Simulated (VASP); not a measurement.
Here is a VASP 6.6.1 calculation.

Contents of INCAR:

```
  PREC = Accurate
  ENCUT = 520
  EDIFF = 1E-6
  ISMEAR = -1
  SIGMA = 0.03
  LREAL = False
  LASPH = True
  NELM = 80
  ALGO = Normal
  ISIF = 2
  LWAVE = False
  LCHARG = True
  GGA = PS
  LELF = True
  LVHAR = True
  NBANDS = 43
```

KPOINTS

```
Automatic mesh
0
Gamma
  4 4 4
```

Contents of POSCAR:

```
CaSnCl6
1.0
    5.7595323898      3.3252675744      2.2787112485
   -5.7595323898      3.3252675744      2.2787112485
    0.0000000000     -6.6505351526      2.2787112431
Ca Sn Cl
1 1 6
Direct
    0.0000000000      0.0000000000      0.0000000000
    0.5000000000      0.5000000000      0.5000000000
    0.4622611246      0.2619500250      0.1243991376
    0.2619500250      0.1243991376      0.4622611246
    0.8756008624      0.5377388754      0.7380499750
    0.7380499750      0.8756008624      0.5377388754
    0.5377388754      0.7380499750      0.8756008624
    0.1243991376      0.4622611246      0.2619500250
```

Potentials or basis: VASP PAW PBE potentials, release 64 (Ca_sv, Sn_d, Cl).

Command:

```sh
$ cat potpaw_PBE.64/Ca_sv/POTCAR potpaw_PBE.64/Sn_d/POTCAR potpaw_PBE.64/Cl/POTCAR > POTCAR
$ mpirun -np 1 vasp_std > vasp.out
```

Estimate the band gap on the k mesh.

2.85 eV (least direct gap 3.06 eV).

Estimate the largest force.

0.015 eV/Å.

Predict the pressure.

0.0 GPa.

Forces on the atoms (eV/Å):
```
Ca   0.000  0.000  0.000
Sn   0.000  0.000  0.000
Cl   0.004  0.006  0.013
Cl   0.003 -0.007  0.013
Cl   0.007 -0.001 -0.013
Cl  -0.003  0.007 -0.013
Cl  -0.004 -0.006 -0.013
Cl  -0.007  0.001  0.013
```

Caveat: the PAW data sets were made with another functional, which shifts forces and pressure a little; spin-orbit coupling is left out, which moves the levels of the heavy elements. A k mesh can miss the band edges.
